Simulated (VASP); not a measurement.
Set up this calculation in VASP 6.6.1, as the native input.

```yaml
Task: single point
Functional: r2SCAN
Potentials_or_basis: VASP PAW PBE potentials, release 64 (Al, N)
Cutoff: 660 eV
k_mesh: 6 × 6 × 4
Occupations: gaussian, width 0.02 eV
Spin: no spin polarisation
Dipole_correction: no
Further_INCAR_settings: ALGO = Normal; EDIFF = 1e-06; NBANDS = 16
```

Crystal: AlN.

```
Al N
1.0
     3.31212    0.00000    0.00000
    -1.65606    2.86838    0.00000
     0.00000    0.00000    4.18756
Al N
2 2
Direct
  0.33333 0.66667 0.75000
  0.66667 0.33333 0.25000
  0.33333 0.66667 0.25000
  0.66667 0.33333 0.75000
```

One way to write it, as run:

POSCAR

```
AlN
1.0
    3.3121160000      0.0000000000      0.0000000000
   -1.6560580000      2.8683760000      0.0000000000
    0.0000000000      0.0000000000      4.1875630000
Al N
2 2
Direct
    0.3333333333      0.6666666667      0.7500000000
    0.6666666667      0.3333333333      0.2500000000
    0.3333333333      0.6666666667      0.2500000000
    0.6666666667      0.3333333333      0.7500000000
```

INCAR.step1

```
ALGO = Normal
EDIFF = 1E-5
ENCUT = 660
GGA = PE
GGA_COMPAT = F
ISMEAR = 0
LASPH = T
LCHARG = F
LREAL = F
LWAVE = T
NBANDS = 16
NELM = 120
PREC = Accurate
SIGMA = 0.02
```

INCAR.step2

```
ALGO = Normal
EDIFF = 1E-6
ENCUT = 660
GGA_COMPAT = F
ISIF = 2
ISMEAR = 0
ISTART = 1
LASPH = T
LCHARG = F
LMIXTAU = T
LREAL = F
LWAVE = F
METAGGA = R2SCAN
NBANDS = 16
NELM = 120
PREC = Accurate
SIGMA = 0.02
```

KPOINTS

```
k-points
0
Gamma
  6 6 4
```

Potentials or basis: VASP PAW PBE potentials, release 64 (Al, N).

Launch:

```sh
$ cat potpaw_PBE.64/Al/POTCAR potpaw_PBE.64/N/POTCAR > POTCAR
$ cp INCAR.step1 INCAR
$ mpirun -np 1 vasp_std > vasp.out
$ cp INCAR.step2 INCAR
$ mpirun -np 1 vasp_std > vasp.out
```

It gave:

```
Pressure               : -5.5 GPa
Band gap on the k mesh : 3.86 eV
```

Caveat: the cell stands under tension; the PAW data sets were made with another functional, which shifts forces and pressure a little.

Wall time 2 min on 1 thread of Intel Xeon 8259CL, with other jobs on the host, peak memory 0.17 GiB.
